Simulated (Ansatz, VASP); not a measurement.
Mg4Cu: VASP beside Ansatz

The input INCAR:

```
SYSTEM = Mg4Cu
  PREC = Accurate
  ENCUT = 600
  EDIFF = 1E-6
  ISMEAR = 0
  SIGMA = 0.1
  LREAL = .FALSE.
  LASPH = .TRUE.
  NELM = 60
  ALGO = Fast
  ISIF = 3
  LWAVE = .FALSE.
  LCHARG = .FALSE.
  GGA = PE
  IBRION = 2
  NSW = 100
  EDIFFG = -0.01
```

Contents of KPOINTS:

```
Automatic mesh
0
G
  8 8 8
  0 0 0
```

File POSCAR:

```
Mg4Cu
1.0
    4.9089762927      0.0000000000      0.0000000000
    0.0000000000      4.9089762927      0.0000000000
    0.0000000000      0.0000000000      4.9089762927
Mg Cu
4 1
Direct
    0.0000000000      0.0000000000      0.0000000000
    0.5000000000      0.5000000000      0.0000000000
    0.5000000000      0.0000000000      0.5000000000
    0.0000000000      0.5000000000      0.5000000000
    0.5000000000      0.5000000000      0.5000000000
```

Input for Ansatz:

```yaml
crystal:
  lattice:
    - [4.9089762927, 0.0, 0.0]
    - [0.0, 4.9089762927, 0.0]
    - [0.0, 0.0, 4.9089762927]
  atoms:
    - { symbol: Mg, position: [0.0, 0.0, 0.0] }
    - { symbol: Mg, position: [0.5, 0.5, 0.0] }
    - { symbol: Mg, position: [0.5, 0.0, 0.5] }
    - { symbol: Mg, position: [0.0, 0.5, 0.5] }
    - { symbol: Cu, position: [0.5, 0.5, 0.5] }
basis:
  ecutwfc: 420
kpoints:
  mp_grid: { grid: [8, 8, 8] }
hamiltonian:
  xc: pbe
scf:
  occupations: { method: gaussian, width: 0.1 }
output:
  forces: true
  stress: true
  eigenvalues: true
  write_density: true
  write_potential: true
  elf: true
  volumetric_format: npy
relax:
  adjacent_minimum: "off"
  f_tol: 0.01
  max_steps: 80
  cell: { stress_tol: 0.05 }
```

Change from the starting cell: species swapped into the Mn4N type (Pm-3m, No. 221).

Alike in both runs: task relaxation of cell and atoms; functional PBE; k mesh 8 × 8 × 8; occupations gaussian, width 0.1 eV; no spin polarisation.

```csv
,VASP,Ansatz
version,VASP 6.6.1,Ansatz 0.2.0
potentials or method,"VASP PAW PBE potentials, release 64 (Mg, Cu), cutoff 600 eV","scalar-relativistic, plane waves, PAW"
valence electrons in the cell,19,59
```

```csv
,VASP,Ansatz,Ansatz less VASP
"gap on the k mesh at the Fermi level, each at its own relaxed structure (eV)",none,none,-
relaxed volume (Å³/atom),23.85,23.88,+0.031
relaxed cell length with the largest relative difference (Å),4.922,4.924,+0.0021
```

A gap of «none» marks a metal or a gap that the smearing closes. VASP's potentials hold 19 valence electrons a cell and Ansatz's 59, so a difference there can come from the potentials and not from the codes.

Noted on VASP's run: too few bands were computed for a metal, which touches its energy and stress.
